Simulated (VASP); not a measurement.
# La2O3 (P-62m) in VASP: a series of runs

Aim: see how the results for La2O3 move with the level of theory and the settings. Levels: r2SCAN, PBEsol, LDA. Tasks: single point, relaxation of cell and atoms.

All numbers are computed with VASP 6.6.1; they aren't measurements. Logs are shortened: lines on timing, memory, paths and dates and some standing lists are left out, and cuts for length are marked.

### 1 The cell of the first run

The typed cell holds 5 atoms: a = 6.355 Å, b = 6.355 Å, c = 3.278 Å, α = 90.00°, β = 90.00°, γ = 120.00°.

### 2 Single point, r2SCAN

The input, POSCAR:

```
La2O3
1.0
    6.3548712415      0.0000000000      0.0000000000
   -3.1774356207      5.5034799329      0.0000000000
    0.0000000000      0.0000000000      3.2784347917
La O
2 3
Direct
    0.6666666667      0.3333333333      0.5000000000
    0.3333333333      0.6666666667      0.5000000000
    0.5002752657      0.0000000000      0.0000000000
    0.0000000000      0.5002752657      0.0000000000
    0.4997247343      0.4997247343      0.0000000000
```

The input, INCAR.step1:

```
  PREC = Accurate
  ENCUT = 520
  ISMEAR = -1
  SIGMA = 0.05
  LREAL = F
  LASPH = T
  NELM = 80
  NBANDS = 28
  GGA = PE
  ALGO = Normal
  EDIFF = 1E-4
  LWAVE = T
  LCHARG = F
```

The input, INCAR.step2:

```
  PREC = Accurate
  ENCUT = 520
  EDIFF = 1E-6
  ISMEAR = -1
  SIGMA = 0.05
  LREAL = F
  LASPH = T
  NELM = 80
  ALGO = Normal
  ISIF = 2
  LWAVE = F
  LCHARG = F
  METAGGA = R2SCAN
  LMIXTAU = T
  NBANDS = 28
  ISTART = 1
```

The input, KPOINTS:

```
Automatic mesh
0
Gamma
  5 5 8
```

Potentials or basis: VASP PAW PBE potentials, release 64 (La, O).

On the command line:

```console
$ cat potpaw_PBE.64/La/POTCAR potpaw_PBE.64/O/POTCAR > POTCAR
$ cp INCAR.step1 INCAR
$ mpirun -np 1 vasp_std > vasp.out
$ cp INCAR.step2 INCAR
$ mpirun -np 1 vasp_std > vasp.out
```

OUTCAR:

```text
PREC = Accurate
   ENCUT = 520
   EDIFF = 1E-6
   ISMEAR = -1
   LREAL = F
   LASPH = T
   NELM = 80
   ISIF = 2
   METAGGA = R2SCAN
   ISTART = 1

 ion  position               nearest neighbor table
   1  0.667  0.333  0.500-   3 2.46   3 2.46   4 2.46   4 2.46   5 2.46   5 2.46   2 3.67   2 3.67
                             2 3.67
   2  0.333  0.667  0.500-   3 2.46   3 2.46   4 2.46   4 2.46   5 2.46   5 2.46   1 3.67   1 3.67
                             1 3.67
   3  0.500  0.000  0.000-   1 2.46   1 2.46   2 2.46   2 2.46
   4  0.000  0.500  0.000-   2 2.46   2 2.46   1 2.46   1 2.46
   5  0.500  0.500  0.000-   2 2.46   2 2.46   1 2.46   1 2.46

  LATTYP: Found a hexagonal cell.
 ALAT       =     6.3548712415
 C/A-ratio  =     0.5158931892

  Lattice vectors:

 A1 = (   6.3548712415,   0.0000000000,   0.0000000000)
 A2 = (  -3.1774356207,   5.5034799329,   0.0000000000)
 A3 = (   0.0000000000,   0.0000000000,   3.2784347917)

Analysis of symmetry for initial positions (statically):
=====================================================================
 Subroutine PRICEL returns:
 Original cell was already a primitive cell.

 Routine SETGRP: Setting up the symmetry group for a
 hexagonal supercell.

 Subroutine GETGRP returns: Found 12 space group operations
 (whereof 12 operations were pure point group operations)
 out of a pool of 24 trial point group operations.

The static configuration has the point symmetry D_3h.

Analysis of symmetry for dynamics (positions and initial velocities):
=====================================================================
 Subroutine PRICEL returns:
 Original cell was already a primitive cell.

 Routine SETGRP: Setting up the symmetry group for a
 hexagonal supercell.

 Subroutine GETGRP returns: Found 12 space group operations
 (whereof 12 operations were pure point group operations)
 out of a pool of 24 trial point group operations.

The dynamic configuration has the point symmetry D_3h.

 Subroutine INISYM returns: Found 12 space group operations
 (whereof 12 operations are pure point group operations),
 and found     1 'primitive' translations

----------------------------------------------------------------------------------------

                                     Primitive cell

  volume of cell :     114.6597

  direct lattice vectors                    reciprocal lattice vectors
     6.354871241  0.000000000  0.000000000     0.157359601  0.090851608  0.000000000
    -3.177435621  5.503479933  0.000000000     0.000000000  0.181703215  0.000000000
     0.000000000  0.000000000  3.278434792     0.000000000  0.000000000  0.305023605

  length of vectors
     6.354871241  6.354871241  3.278434792     0.181703215  0.181703215  0.305023605

  position of ions in fractional coordinates (direct lattice)
     0.666666667  0.333333333  0.500000000
     0.333333333  0.666666667  0.500000000
     0.500275266  0.000000000  0.000000000
     0.000000000  0.500275266  0.000000000
     0.499724734  0.499724734  0.000000000

  ion indices of the primitive-cell ions
   primitive index   ion index
                 1           1
                 2           2
                 3           3
                 4           4
                 5           5

----------------------------------------------------------------------------------------

 KPOINTS: Automatic mesh

Automatic generation of k-mesh.
 Grid dimensions read from file:
 generate k-points for:    5    5    8

 Generating k-lattice:

  Cartesian coordinates                     Fractional coordinates (reciprocal lattice)
     0.031471920  0.018170322  0.000000000     0.200000000  0.000000000  0.000000000
     0.000000000  0.036340643  0.000000000     0.000000000  0.200000000  0.000000000
     0.000000000  0.000000000  0.038127951     0.000000000  0.000000000  0.125000000

  Length of vectors
     0.036340643  0.036340643  0.038127951

  Shift w.r.t. Gamma in fractional coordinates (k-lattice)
     0.000000000  0.000000000  0.000000000

 Subroutine IBZKPT returns following result:
 ===========================================

 Found     25 irreducible k-points:

 Following reciprocal coordinates:
            Coordinates               Weight
  0.000000  0.000000  0.000000      1.000000
  0.200000  0.000000  0.000000      6.000000
  0.400000  0.000000  0.000000      6.000000
  0.200000  0.200000  0.000000      6.000000
  0.400000  0.200000  0.000000      6.000000
  0.000000  0.000000  0.125000      2.000000
[... 16 lines left out ...]
  0.400000  0.000000  0.500000      6.000000
  0.200000  0.200000  0.500000      6.000000
   k-points           NKPTS =     25   k-points in BZ     NKDIM =     25   number of bands    NBANDS=     28
   number of dos      NEDOS =    301   number of ions     NIONS =      5
   total plane-waves  NPLWV =  55296
   dimension x,y,z NGX =    48 NGY =   48 NGZ =   24
   dimension x,y,z NGXF=    96 NGYF=   96 NGZF=   48
[... 34 lines left out ...]
  volume/ion in A,a.u.               =      22.93       154.75
  Fermi-wavevector in a.u.,A,eV,Ry     =   1.152457  2.177827 18.070664  1.328156
  Thomas-Fermi vector in A             =   2.289108
   LORBIT       =      0    0 simple, 1 ext, 2 COOP (PROOUT), +10 PAW based schemes
   METAGGA = R2SCAN    functional components
   LHFCALC =     F    Hartree Fock is set to
   AEXX    =    0.0000 exact exchange contribution
   IVDW    =     0    specifies the selected vdW correction
   LEPSILON=     F    determine dielectric tensor
   LRPA    =     F    only Hartree local field effects (RPA)
 non-spin polarized calculation
  energy-cutoff  :      520.00
  volume of cell :      114.66
 maximum number of plane-waves:      3113
 NGX is ok and might be reduce to    48
   NGX = 23   NGY = 23   NGZ = 13

 number of electron      39.9999992 magnetization

 Free energy of the ion-electron system (eV)
  ---------------------------------------------------
  ext. energy  EPLUGINS =         0.00000000
  ---------------------------------------------------
  free energy    TOTEN  =       -94.74335046 eV

  energy without entropy =      -94.74335046  energy(sigma->0) =      -94.74335046

 E-fermi :   3.9021     XC(G=0):  -8.7544

 val. band max:        2.9369789642   @ k =   0.0000   0.0000   0.5000
 cond. band min:       4.8863643255   @ k =   0.0000   0.0000   0.0000
 fundamental gap:      1.9493853613
 Fermi energy:         3.9021403917

 k-point     1 :       0.0000    0.0000    0.0000
  band No.  band energies     occupation
      1     -28.5562      2.00000
      2     -28.3461      2.00000
      3     -15.3865      2.00000
      4     -15.3865      2.00000
      5     -13.8418      2.00000
      6     -11.6563      2.00000
[... 20 lines left out ...]
     27       8.3765      0.00000
     28       8.3778      0.00000

 k-point     2 :       0.2000    0.0000    0.0000
  band No.  band energies     occupation
      1     -28.5391      2.00000
      2     -28.3643      2.00000
      3     -15.3906      2.00000
      4     -15.2909      2.00000
      5     -14.0359      2.00000
      6     -11.6321      2.00000
[... 20 lines left out ...]
     27       8.3911      0.00000
     28       8.3920      0.00000

 k-point     3 :       0.4000    0.0000    0.0000
  band No.  band energies     occupation
      1     -28.4991      2.00000
      2     -28.4061      2.00000
      3     -15.3973      2.00000
      4     -15.0586      2.00000
      5     -14.4011      2.00000
      6     -11.5916      2.00000
[... 20 lines left out ...]
     27       8.3850      0.00000
     28       8.4260      0.00000

 k-point     4 :       0.2000    0.2000    0.0000
  band No.  band energies     occupation
      1     -28.5091      2.00000
      2     -28.3958      2.00000
      3     -15.3978      2.00000
      4     -15.1144      2.00000
      5     -14.3207      2.00000
      6     -11.5907      2.00000
[... 578 lines left out ...]
     27       8.0593      0.00000
     28       8.1081      0.00000

 k-point    23 :       0.4000    0.0000    0.5000
  band No.  band energies     occupation
      1     -28.1536      2.00000
      2     -28.0885      2.00000
      3     -15.7013      2.00000
      4     -14.9931      2.00000
      5     -14.0709      2.00000
      6     -12.0391      2.00000
[... 20 lines left out ...]
     27       8.1636      0.00000
     28       8.2991      0.00000

 k-point    24 :       0.2000    0.2000    0.5000
  band No.  band energies     occupation
      1     -28.1606      2.00000
      2     -28.0813      2.00000
      3     -15.7615      2.00000
      4     -14.8855      2.00000
      5     -14.0711      2.00000
      6     -12.0412      2.00000
[... 20 lines left out ...]
     27       8.1691      0.00000
     28       8.2468      0.00000

 [... further k-points ...]

------------------------ aborting loop because EDIFF is reached ----------------------------------------

  FORCE on cell =-STRESS in cart. coord.  units (eV):
  Direction    XX          YY          ZZ          XY          YZ          ZX
  --------------------------------------------------------------------------------------
  -------------------------------------------------------------------------------------
  Total       -0.2091824     -0.2091824     -0.2800775     -0.0000000      0.0000000      0.0000000
  in kB       -2.9229746     -2.9229746     -3.9136146     -0.0000000      0.0000000      0.0000000
  external PRESSURE =      -3.2531879 kB  Pullay stress =       0.0000000 kB

 VOLUME and BASIS-vectors are now :
 -----------------------------------------------------------------------------
  energy-cutoff  :      520.00
  volume of cell :      114.66
      direct lattice vectors                 reciprocal lattice vectors
     6.354871241  0.000000000  0.000000000     0.157359601  0.090851608  0.000000000
    -3.177435621  5.503479933  0.000000000     0.000000000  0.181703215  0.000000000
     0.000000000  0.000000000  3.278434792     0.000000000  0.000000000  0.305023605

 POSITION                                       TOTAL-FORCE (eV/Angst)
 -----------------------------------------------------------------------------------
      3.17744      1.83449      1.63922        -0.000000      0.000000      0.000000
     -0.00000      3.66899      1.63922         0.000000      0.000000      0.000000
      3.17918      0.00000      0.00000        -0.002232      0.000000      0.000000
     -1.58959      2.75325      0.00000         0.001116     -0.001933      0.000000
      1.58784      2.75023      0.00000         0.001116      0.001933     -0.000000
 -----------------------------------------------------------------------------------
    total drift:                               -0.000000     -0.000000      0.000000

  FREE ENERGIE OF THE ION-ELECTRON SYSTEM (eV)
  ---------------------------------------------------
  free  energy   TOTEN  =       -94.7433504578 eV

  energy  without entropy=      -94.7433504578  energy(sigma->0) =      -94.74335046
```

Wall time 8.4 min (1 thread of AMD EPYC 7R43 (Zen 3), shared host); peak memory 0.25 GiB.

Results:

* Free energy: -94.7434 eV
* Pressure: -0.3 GPa
* Band gap on the k mesh: 1.95 eV (least direct gap 2.43 eV)

Forces on the atoms (eV/Å):
```
La   0.000  0.000  0.000
La   0.000  0.000  0.000
O   -0.002  0.000  0.000
O    0.001 -0.002  0.000
O    0.001  0.002  0.000
```

Stress tensor (GPa, compression positive):
```
-0.29  0.00  0.00
 0.00 -0.29  0.00
 0.00  0.00 -0.39
```

Levels at points of the mesh, in eV from the valence-band top:
| k point | band 17 | band 18 | band 19 | band 20 | band 21 | band 22 | band 23 | band 24 |
| --- | --- | --- | --- | --- | --- | --- | --- | --- |
| (0.00, 0.00, 0.00) | -1.00 | -1.00 | -0.72 | -0.48 | 1.95 | 3.91 | 4.59 | 4.59 |
| (0.00, 0.00, 0.50) | -1.19 | -1.19 | -0.33 | 0.00 | 4.83 | 4.91 | 4.91 | 4.91 |

Caveat: the PAW data sets were made with another functional, which shifts forces and pressure a little; spin-orbit coupling is left out, which moves the levels of the heavy elements; an odd mesh through Γ misses points on the zone boundary, where band edges can lie.

### 3 Relaxation of cell and atoms, PBEsol

This run uses another cell than the first one, of 22.45 Å³/atom.

The input, INCAR:

```
  ALGO = Normal
  EDIFF = 1E-6
  EDIFFG = -0.02
  ENCUT = 600
  GGA = PS
  IBRION = 2
  ISIF = 3
  ISMEAR = -1
  LASPH = True
  LCHARG = False
  LREAL = False
  LWAVE = False
  NELM = 60
  NSW = 80
  PREC = Accurate
  SIGMA = 0.05
```

The input, KPOINTS:

```
k-points
0
Gamma
  4 4 6
```

The input, POSCAR:

```
La2O3
1.0
    6.2667802772      0.0000000000      0.0000000000
   -3.1333901386      5.4271909200      0.0000000000
    0.0000000000      0.0000000000      3.2997660000
La O
2 3
Direct
    0.6666666667      0.3333333333      0.5000000000
    0.3333333333      0.6666666667      0.5000000000
    0.5080139900      0.0000000000      0.0000000000
    0.0000000000      0.5080139900      0.0000000000
    0.4919860100      0.4919860100      0.0000000000
```

Potentials or basis: VASP PAW PBE potentials, release 64 (La, O).

On the command line:

```console
$ cat potpaw_PBE.64/La/POTCAR potpaw_PBE.64/O/POTCAR > POTCAR
$ mpirun -np 1 vasp_std > vasp.out
```

It took 9.6 min on 1 thread of Intel Xeon Platinum 8259CL at 2.50GHz (Skylake/Cascade Lake), shared host; peak memory 0.3 GiB.

Results (log left out):

| Item | Value |
| --- | --- |
| Free energy | -42.4721 eV |
| Relaxed volume | 22.32 Å³/atom |
| Relaxed cell | a = 6.298 Å, b = 6.298 Å, c = 3.250 Å, α = 90.00°, β = 90.00°, γ = 120.00° |
| Space group after relaxing (to 0.1 Å) | P6/mmm (No. 191) |
| Energy gained by relaxing | 5.0 meV/atom |
| Ionic steps | 16 |
| Pressure after relaxing | 0.0 GPa |
| Band gap on the k mesh | 1.38 eV (least direct gap 1.93 eV) |

The path:
```tsv
step	energy change (eV)	largest force (eV/Å)	pressure (GPa)	volume (Å³)
1	0.0000	0.0617	-1.28	112.23
2	-0.0012	0.0471	2.36	109.31
3	-0.0182	0.0544	0.50	110.75
4	-0.0210	0.0555	-0.01	111.56
5	-0.0210	0.0557	-0.06	111.63
6	-0.0214	0.0522	0.00	111.60
7	-0.0224	0.0422	0.16	111.48
8	-0.0228	0.0226	0.46	111.25
9	-0.0229	0.0281	0.37	111.32
10	-0.0230	0.0297	0.36	111.33
11	-0.0234	0.0247	0.30	111.39
12	-0.0240	0.0187	0.19	111.49
13	-0.0246	0.0059	0.00	111.70
14	-0.0247	0.0015	-0.10	111.79
15	-0.0248	0.0017	-0.08	111.75
16	-0.0249	0.0004	0.00	111.62
```

Final structure:
```
CELL_PARAMETERS angstrom
6.29753 0.00000 0.00000
-3.14876 5.45382 0.00000
0.00000 0.00000 3.24993
ATOMIC_POSITIONS crystal
La 0.66667 0.33333 0.50000
La 0.33333 0.66667 0.50000
O 0.49994 0.00000 0.00000
O 0.00000 0.49994 0.00000
O 0.50006 0.50006 0.00000
```

Levels at points of the mesh, in eV from the valence-band top:
```tsv
k point	band 18	band 19	band 20	band 21	band 22	band 23
(0.00, 0.00, 0.00)	-1.09	-0.85	-0.55	1.38	3.44	3.97
(0.50, 0.00, 0.00)	-1.34	-1.19	-1.04	2.52	3.40	4.27
(0.00, 0.00, 0.50)	-1.33	-0.44	0.00	4.36	4.39	4.42
(0.50, 0.00, 0.50)	-1.51	-0.80	-0.72	4.37	4.43	4.48
```

Caveat: the PAW data sets were made with another functional, which shifts forces and pressure a little; spin-orbit coupling is left out, which moves the levels of the heavy elements.

### 4 Relaxation of cell and atoms, LDA

This run uses another cell than the first one, of 22.45 Å³/atom.

The input, INCAR:

```
SYSTEM = La2O3
PREC     = Accurate       ! precision mode
ENCUT    = 600            ! plane-wave cutoff, eV
EDIFF    = 1E-6           ! SCF threshold, eV
ISMEAR   = -1             ! smearing method
SIGMA    = 0.05           ! smearing width, eV
LREAL    = .False.        ! projectors in reciprocal space
LASPH    = .True.         ! aspherical terms in the spheres
NELM     = 80             ! most SCF steps
ALGO     = Normal         ! electronic algorithm
ISIF     = 3              ! what is computed and relaxed
LWAVE    = .False.        ! write WAVECAR
LCHARG   = .False.        ! write CHGCAR
IBRION   = 2              ! ionic algorithm
NSW      = 80             ! ionic steps
EDIFFG   = -0.02          ! ionic threshold
```

The input, KPOINTS:

```
regular mesh
0
Gamma
  4 4 6
  0 0 0
```

POSCAR is that of step 3.

Potentials or basis: VASP PAW LDA potentials, release 64 (La, O).

On the command line:

```console
$ cat potpaw_LDA.64/La/POTCAR potpaw_LDA.64/O/POTCAR > POTCAR
$ mpirun -np 1 vasp_std > vasp.out
```

Run time: 6.2 min. Hardware: 1 thread of Intel Xeon Platinum 8259CL at 2.50GHz (Skylake/Cascade Lake), shared host; peak memory 0.25 GiB.

It converged, with:

| Item | Value |
| --- | --- |
| Free energy | -44.4562 eV |
| Relaxed volume | 21.84 Å³/atom |
| Relaxed cell | a = 6.248 Å, b = 6.248 Å, c = 3.230 Å, α = 90.00°, β = 90.00°, γ = 120.00° |
| Space group after relaxing (to 0.1 Å) | P6/mmm (No. 191) |
| Energy gained by relaxing | 11.3 meV/atom |
| Ionic steps | 11 |
| Pressure after relaxing | 0.1 GPa |
| Largest force after relaxing | 0.010 eV/Å |
| Band gap on the k mesh | 1.19 eV (least direct gap 1.81 eV) |

Forces on the atoms (eV/Å):
```
La   0.000  0.000  0.000
La   0.000  0.000  0.000
O   -0.010  0.000  0.000
O    0.005 -0.009  0.000
O    0.005  0.009  0.000
```

Step by step:
```
step  energy change (eV)  largest force (eV/Å)  pressure (GPa)  volume (Å³)
   1              0.0000                0.0728           -3.37       112.23
   2              0.0377                0.0337            5.51       104.69
   3             -0.0517                0.0566            0.14       108.92
   4             -0.0517                0.0563            0.20       108.85
   5             -0.0528                0.0551            0.04       109.15
   6             -0.0530                0.0542           -0.04       109.31
   7             -0.0535                0.0497           -0.06       109.33
   8             -0.0549                0.0360           -0.11       109.38
   9             -0.0563                0.0146           -0.23       109.48
  10             -0.0565                0.0087            0.16       109.12
  11             -0.0566                0.0102            0.06       109.22
```

Final structure:
```
La O
1.0
     6.24837    0.00000    0.00000
    -3.12419    5.41125    0.00000
     0.00000    0.00000    3.23029
La O
2 3
Direct
  0.66667 0.33333 0.50000
  0.33333 0.66667 0.50000
  0.50133 0.00000 0.00000
  0.00000 0.50133 0.00000
  0.49867 0.49867 0.00000
```

Levels at points of the mesh, in eV from the valence-band top:
```
           k point  band 18  band 19  band 20  band 21  band 22  band 23
(0.00, 0.00, 0.00)    -1.19    -0.99    -0.63     1.19     3.19     3.80
(0.50, 0.00, 0.00)    -1.49    -1.29    -1.14     2.38     3.22     4.08
(0.00, 0.00, 0.50)    -1.48    -0.56     0.00     4.13     4.16     4.24
(0.50, 0.00, 0.50)    -1.68    -0.94    -0.78     4.14     4.23     4.27
```

Caveat: spin-orbit coupling is left out, which moves the levels of the heavy elements.

### 5 The runs side by side

```csv
task,level,potentials or basis,cell,k mesh,cutoff (eV),gap on the mesh (eV),pressure (GPa),relaxed volume (Å³/atom)
single point,r2SCAN,"VASP PAW PBE potentials, release 64 (La, O)","a = 6.355, b = 6.355, c = 3.278 Å, angles 90.0, 90.0, 120.0°, 5 atoms, atomic positions A",5 × 5 × 8,520,1.95,-0.3,-
relaxation of cell and atoms,PBEsol,"VASP PAW PBE potentials, release 64 (La, O)","relaxed from a = 6.267, b = 6.267, c = 3.300 Å, angles 90.0, 90.0, 120.0°, 5 atoms, atomic positions B",4 × 4 × 6,600,1.38,0.0,22.32
relaxation of cell and atoms,LDA,"VASP PAW LDA potentials, release 64 (La, O)","relaxed from a = 6.267, b = 6.267, c = 3.300 Å, angles 90.0, 90.0, 120.0°, 5 atoms, atomic positions B",4 × 4 × 6,600,1.19,0.1,21.84
```

Alike in all rows: no spin polarisation; smearing fermi-dirac 0.05 eV.

Caveats: spin-orbit coupling is left out, which moves the levels of the heavy elements; the PAW data sets were made with another functional, which shifts forces and pressure a little (at least some runs); an odd mesh through Γ misses points on the zone boundary, where band edges can lie (at least some runs).

Total energies depend on the potentials used, so only differences within one code and one set of settings carry meaning.
